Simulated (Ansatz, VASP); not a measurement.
## One calculation of WS2, two programs

```
W S
1.0
     3.18000    0.00000    0.00000
    -1.59000    2.75396    0.00000
     0.00000    0.00000   12.50000
W S
2 4
Direct
  0.33333 0.66667 0.25000
  0.66667 0.33333 0.75000
  0.33333 0.66667 0.62449
  0.66667 0.33333 0.12449
  0.33333 0.66667 0.87551
  0.66667 0.33333 0.37551
```

Alike in both runs: functional PBE; k mesh 11 × 11 × 3; occupations fermi-dirac, width 0.02 eV; collinear spin.

Ansatz relaxed the structure, and its values are those at the end. VASP's run is a single point on that final structure, the one shown.

```csv
,VASP,Ansatz
version,VASP 6.6.1,Ansatz 0.2.0
potentials or method,"VASP PAW PBE potentials, release 64 (W_sv, S)","plane-wave PAW, scalar-relativistic"
plane-wave cutoff (eV),520,420
valence electrons in the cell,52,52
```

```tsv
	VASP	Ansatz	Ansatz less VASP
gap on the k mesh at the Fermi level (eV)	1.06	1.05	-0.015
pressure (GPa)	1.6	1.6	+0.04
net moment per atom (μB)	0.00	0.00	0.000
```

The functional is the same, so the differences come from potentials, cutoffs and numerics. Ansatz's warnings: seeded moment not kept, stress scf threshold loose.

Neither program's run includes spin-orbit coupling.
